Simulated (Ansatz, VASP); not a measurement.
**As: VASP beside Ansatz**

```xyz
2
Lattice="1.8908 1.0916 3.3681 -1.8908 1.0916 3.3681 0.0000 -2.1833 3.3681" Properties=species:S:1:pos:R:3 pbc="T T T"
As    0.0000    0.0000    2.3258
As    0.0000    0.0000    7.7786
```

Alike in both runs: functional PBEsol; k mesh 15 × 15 × 15; occupations gaussian, width 0.1 eV; no spin polarisation.

Ansatz relaxed the structure, and its values are those at the end. VASP's run is a single point on that final structure, the one shown.

```csv
,VASP,Ansatz
version,VASP 6.6.1,Ansatz 0.2.0
potentials or method,"VASP PAW PBE potentials, release 64 (As_d), cutoff 600 eV","scalar-relativistic, plane waves, PAW"
valence electrons in the cell,30,30
```

|  | VASP | Ansatz | Ansatz less VASP |
| --- | --- | --- | --- |
| gap on the k mesh at the Fermi level (eV) | none | none | - |
| pressure (GPa) | 0.2 | 0.0 | -0.25 |
| rms of the force components (eV/Å) | 0.004 | 0.000 | -0.0039 |

VASP's potentials were made for PBE, not for PBEsol. A gap of «none» marks a metal or a gap that the smearing closes.
